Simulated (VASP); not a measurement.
Here is a VASP 6.6.1 calculation.

Contents of INCAR:

```
SYSTEM = H2Os3
  ALGO = Normal
  EDIFF = 1E-7
  EDIFFG = -0.01
  ENCUT = 600
  GGA = PE
  IBRION = 2
  ISIF = 3
  ISMEAR = 0
  LASPH = .True.
  LCHARG = .False.
  LREAL = .False.
  LWAVE = .False.
  NELM = 60
  NSW = 100
  PREC = Accurate
  SIGMA = 0.1
```

File KPOINTS:

```
k-points
0
Gamma
  18 18 6
  0 0 0
```

The input POSCAR:

```
H2Os3
1.0
    2.8677554458      0.0000000000      0.0000000000
   -1.4338777229      2.4835490679      0.0000000000
    0.0000000000      0.0000000000      6.9706263089
H Os
2 3
Direct
    0.6666666667      0.3333333333      0.2038759151
    0.6666666667      0.3333333333      0.7961240849
    0.0000000000      0.0000000000      0.3172753537
    0.0000000000      0.0000000000      0.6827246463
    0.3333333333      0.6666666667      0.0000000000
```

Potentials or basis: VASP PAW PBE potentials, release 64 (H, Os).

Launch:

```sh
$ cat potpaw_PBE.64/H/POTCAR potpaw_PBE.64/Os/POTCAR > POTCAR
$ mpirun -np 1 vasp_std > vasp.out
```

(1) Predict the relaxed cell.

(2) Estimate the relaxed volume.

(3) Predict the space group after relaxing (to 0.1 Å).

(4) Predict the band gap on the k mesh.

Answers

(1) a = 2.842 Å, b = 2.842 Å, c = 7.050 Å, α = 90.00°, β = 90.00°, γ = 120.00°.

(2) 9.87 Å³/atom.

(3) P-6m2 (No. 187).

(4) zero (bands 13 and 14 overlap by 3.04 eV).

Caveat: spin-orbit coupling is left out, which moves the levels of the heavy elements.
